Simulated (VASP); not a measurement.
Write the native input for VASP 6.6.1 that does the following.

```
Task                   : single point
Functional             : PBE
Potentials or basis    : VASP PAW PBE potentials, release 64 (La, Zr_sv, O)
Cutoff                 : 520 eV
k mesh                 : 6 × 6 × 4
Occupations            : gaussian, width 0.1 eV
Spin                   : no spin polarisation
Dipole correction      : no
Further INCAR settings : ALGO = Normal; EDIFF = 1e-07; NBANDS = 34
```

The structure of La2Zr2O lies in POSCAR:

```
La2Zr2O
1.0
    3.7737597200      0.0000000000      0.0000000000
   -1.8868798600      3.2681717900      0.0000000000
    0.0000000000      0.0000000000      5.4707806600
La Zr O
2 2 1
Direct
    0.3333333300      0.6666666700      0.5000000000
    0.6666666700      0.3333333300      0.5000000000
    0.0000000000      0.0000000000      0.6419954200
    0.0000000000      0.0000000000      0.3580045800
    0.0000000000      0.0000000000      0.0000000000
```

The input as run:

INCAR

```
PREC = Accurate ; ENCUT = 520
EDIFF = 1E-7 ; ISMEAR = 0
SIGMA = 0.1 ; LREAL = F
LASPH = T ; NELM = 100
ALGO = Normal ; ISIF = 2
LWAVE = F ; LCHARG = F
GGA = PE ; NBANDS = 34
```

KPOINTS

```
regular mesh
0
Gamma
  6 6 4
```

Potentials or basis: VASP PAW PBE potentials, release 64 (La, Zr_sv, O).

Launch:

```bash
$ cat potpaw_PBE.64/La/POTCAR potpaw_PBE.64/Zr_sv/POTCAR potpaw_PBE.64/O/POTCAR > POTCAR
$ mpirun -np 1 vasp_std > vasp.out
```

It gave:

| Item | Value |
| --- | --- |
| Pressure | 377.6 GPa |
| Largest force | 109.384 eV/Å |
| Band gap on the k mesh | zero (band 26 reaches 14.38 eV, above the bottom of band 27 at 14.11 eV) |

Caveat: spin-orbit coupling is left out, which moves the levels of the heavy elements; forces of over 1 eV/Å act on the atoms, so gaps and moduli don't describe the material at rest.

It took 2.1 min on 1 thread of Intel(R) Xeon(R) Platinum 8375C CPU @ 2.90GHz (Ice Lake) (shared host), peak memory 0.21 GiB.
